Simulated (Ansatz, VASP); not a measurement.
## Ba: VASP beside Ansatz

```xyz
1
Lattice="-3.3728 2.5792 2.5792 2.5792 -3.3728 2.5792 2.5792 2.5792 -3.3728" Properties=species:S:1:pos:R:3 pbc="T T T"
Ba    0.0000    0.0000    0.0000
```

Alike in both runs: task single point; functional PBE; k mesh 18 × 18 × 18; occupations gaussian, width 0.15 eV; no spin polarisation.

|  | VASP | Ansatz |
| --- | --- | --- |
| version | VASP 6.6.1 | Ansatz 0.2.0 |
| potentials or method | VASP PAW PBE potentials, release 64 (Ba_sv), cutoff 520 eV | scalar-relativistic, plane waves, PAW |
| valence electrons in the cell | 10 | 10 |

|  | VASP | Ansatz | Ansatz less VASP |
| --- | --- | --- | --- |
| gap on the k mesh at the Fermi level (eV) | none | none | - |
| pressure (GPa) | 1.5 | 1.1 | -0.38 |
| traceless stress, the component that is largest in VASP (GPa) | 4.80 | 4.49 | -0.308 |

A gap of «none» marks a metal or a gap that the smearing closes.

Spin-orbit coupling is off throughout.
